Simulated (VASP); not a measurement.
Input of a VASP 6.6.1 run:

INCAR

```
SYSTEM = CoPtO2
PREC     = Accurate       ! precision mode
ENCUT    = 520            ! plane-wave cutoff, eV
EDIFF    = 1E-7           ! SCF threshold, eV
ISMEAR   = 0              ! smearing method
SIGMA    = 0.15           ! smearing width, eV
LREAL    = .False.        ! projectors in reciprocal space
LASPH    = .True.         ! aspherical terms in the spheres
NELM     = 80             ! most SCF steps
ALGO     = Normal         ! electronic algorithm
ISIF     = 2              ! what is computed and relaxed
LWAVE    = .False.        ! write WAVECAR
LCHARG   = .True.         ! write CHGCAR
GGA      = PE             ! functional
LELF     = .True.         ! ELF
LVHAR    = .True.       
NBANDS   = 24             ! bands
```

File KPOINTS:

```
Automatic mesh
0
Gamma
  18 18 18
  0 0 0
```

File POSCAR:

```
CoPtO2
1.0
    1.3845731292      0.7993836689      5.8716683907
   -1.3845731292      0.7993836689      5.8716683907
    0.0000000000     -1.5987673378      5.8716683907
Co Pt O
1 1 2
Direct
    0.5000000000      0.5000000000      0.5000000000
    0.0000000000      0.0000000000      0.0000000000
    0.8876528272      0.8876528272      0.8876528272
    0.1123471728      0.1123471728      0.1123471728
```

Potentials or basis: VASP PAW PBE potentials, release 64 (Co, Pt, O).

Run with:

```bash
$ cat potpaw_PBE.64/Co/POTCAR potpaw_PBE.64/Pt/POTCAR potpaw_PBE.64/O/POTCAR > POTCAR
$ mpirun -np 1 vasp_std > vasp.out
```

**Question.** Predict the largest force.

**Answer.** 0.393 eV/Å.

**Question.** Predict the pressure.

**Answer.** 21.4 GPa.

**Question.** What does it give for the band gap on the k mesh?

**Answer.** Zero (an odd number of electrons rules out a gap without spin polarisation).

Forces on the atoms (eV/Å):
```
Co   0.000  0.000  0.000
Pt   0.000  0.000  0.000
O    0.000  0.000  0.393
O    0.000  0.000 -0.393
```

Caveat: the cell differs from its parent crystal (strain -0.030 along x and y, -0.015 along z); the cell stands under pressure; spin-orbit coupling is left out, which moves the levels of the heavy elements; an odd number of electrons without spin polarisation forces a metal; a magnetic or distorted state may lie lower; the run has no spin polarisation, though such a crystal can be magnetic; semilocal functionals often make such compounds metallic where correlation or magnetic order opens a gap, which also shifts bond lengths. Spin polarisation is off, so any magnetic state and its effect on volume and gap are missing.
